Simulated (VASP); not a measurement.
Sn: relaxation of cell and atoms with PBEsol

Crystal: Sn.

```
CELL_PARAMETERS angstrom
-1.89465 1.89465 1.89465
1.89465 -1.89465 1.89465
1.89465 1.89465 -1.89465
ATOMIC_POSITIONS crystal
Sn 0.00000 0.00000 0.00000
```

```
Program                : VASP 6.6.1
Task                   : relaxation of cell and atoms
Functional             : PBEsol
Potentials or basis    : VASP PAW PBE potentials, release 64 (Sn_d)
Cutoff                 : 600 eV
k mesh                 : 10 × 10 × 10
Occupations            : fermi-dirac, width 0.05 eV
Spin                   : no spin polarisation
Target pressure        : 30 GPa
Dipole correction      : no
Further INCAR settings : ALGO = Normal; EDIFF = 1e-07; IBRION = 2; EDIFFG = -0.01; NSW = 80; ISIF = 3
```

```json
{"Relaxed volume": "19.81 Å³/atom", "Relaxed cell": "a = 2.952 Å, b = 2.952 Å, c = 2.952 Å, α = 109.47°, β = 109.47°, γ = 109.47°", "Space group after relaxing (to 0.05 Å)": "Im-3m (No. 229)", "Energy change on relaxing (the enthalpy is what falls)": "+428.2 meV/atom", "Ionic steps": "15", "Pressure after relaxing": "30.0 GPa", "Band gap on the k mesh": "zero (band 7 reaches 23.78 eV, above the bottom of band 8 at 9.01 eV)"}
```

Step by step:
| step | energy change (eV) | largest force (eV/Å) | pressure (GPa) | volume (Å³) |
| --- | --- | --- | --- | --- |
| 1 | 0.0000 | 0.0000 | -2.19 | 27.20 |
| 2 | 8.4019 | 0.0000 | 411.49 | 10.86 |
| 3 | 0.2525 | 0.0000 | 20.78 | 20.93 |
| 4 | 0.3299 | 0.0000 | 24.94 | 20.38 |
| 5 | 0.4328 | 0.0000 | 30.20 | 19.79 |
| 6 | 0.4082 | 0.0000 | 28.96 | 19.92 |
| 7 | 0.4096 | 0.0000 | 29.05 | 19.91 |
| 8 | 0.4138 | 0.0000 | 29.25 | 19.89 |
| 9 | 0.4139 | 0.0000 | 29.23 | 19.89 |
| 10 | 0.4141 | 0.0000 | 29.29 | 19.89 |
| 11 | 0.4145 | 0.0000 | 29.29 | 19.88 |
| 12 | 0.4154 | 0.0000 | 29.34 | 19.88 |
| 13 | 0.4173 | 0.0000 | 29.43 | 19.87 |
| 14 | 0.4209 | 0.0000 | 29.61 | 19.85 |
| 15 | 0.4282 | 0.0000 | 30.01 | 19.81 |

Final structure:
```xyz
1
Lattice="-1.7045 1.7045 1.7045 1.7045 -1.7045 1.7045 1.7045 1.7045 -1.7045" Properties=species:S:1:pos:R:3 pbc="T T T"
Sn    1.7045   -1.7045    1.7045
```

Levels at points of the mesh, in eV from the Fermi level:
```tsv
k point	band 5	band 6	band 7	band 8	band 9	band 10
(0.00, 0.00, 0.00)	-21.48	-13.82	11.39	11.39	11.39	12.61
(0.50, 0.00, 0.00)	-21.26	-6.83	-6.29	4.79	6.39	9.56
(0.50, 0.50, 0.50)	-21.32	-0.92	-0.92	-0.92	-0.28	3.82
```

Run time: 2.8 min on 1 thread of Intel(R) Xeon(R) Platinum 8259CL CPU @ 2.50GHz (Skylake/Cascade Lake), on a shared host, peak memory 0.18 GiB.

Caveat: the cell is relaxed towards a set pressure, so the enthalpy falls and the energy may rise; the volume moved by over 15 % at a fixed basis, so the end points are rough; the PAW data sets were made with another functional, which shifts forces and pressure a little; spin-orbit coupling is left out, which moves the levels of the heavy elements.
